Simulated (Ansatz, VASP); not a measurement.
## Two plane-wave programs on GaSb

File INCAR:

```
SYSTEM = GaSb
  PREC = Accurate
  ENCUT = 520
  EDIFF = 1E-7
  ISMEAR = -1
  SIGMA = 0.08
  LREAL = .False.
  LASPH = .True.
  NELM = 80
  ALGO = Normal
  ISIF = 2
  LWAVE = .False.
  LCHARG = .False.
  GGA = PS
  NBANDS = 16
```

KPOINTS

```
regular mesh
0
Gamma
  13 13 13
  0 0 0
```

File POSCAR:

```
GaSb
1.0
    0.0000000000      2.7902274161      2.7902274161
    2.7902274161      0.0000000000      2.7902274161
    2.7902274161      2.7902274161      0.0000000000
Ga Sb
1 1
Direct
    0.0000000000      0.0000000000      0.0000000000
    0.5000000000      0.5000000000      0.5000000000
```

Input for Ansatz:

```yaml
crystal:
  lattice:
    - [0.0, 2.7902274161, 2.7902274161]
    - [2.7902274161, 0.0, 2.7902274161]
    - [2.7902274161, 2.7902274161, 0.0]
  atoms:
    - { symbol: Ga, position: [0.0, 0.0, 0.0] }
    - { symbol: Sb, position: [0.5, 0.5, 0.5] }
kpoints:
  mp_grid: { grid: [13, 13, 13] }
scf:
  occupations: { method: fermi_dirac, width: 0.08 }
hamiltonian:
  xc: pbesol
  pseudopotentials: { kind: paw }
output:
  forces: true
  stress: true
  eigenvalues: true
  populations: true
```

Change from the starting cell: volume scaled by 0.94, PAW files.

Alike in both runs: task single point; functional PBEsol; k mesh 13 × 13 × 13; occupations fermi-dirac, width 0.08 eV; no spin polarisation.

```csv
,VASP,Ansatz
version,VASP 6.6.1,Ansatz 0.2.0
potentials or method,"VASP PAW PBE potentials, release 64 (Ga_d, Sb)","PAW with Ansatz's default frozen-core files, scalar-relativistic"
plane-wave cutoff (eV),520,420
valence electrons in the cell,18,28
```

Ansatz gave:

| Item | Value |
| --- | --- |
| pressure (GPa) | 4.7 |

Problem. Which values does VASP return?

Solution. Pressure (GPa): 4.8.

VASP's potentials were made for PBE, not for PBEsol. VASP's potentials hold 18 valence electrons a cell and Ansatz's 28, so a difference there can come from the potentials and not from the codes.

Neither program's run includes spin-orbit coupling.
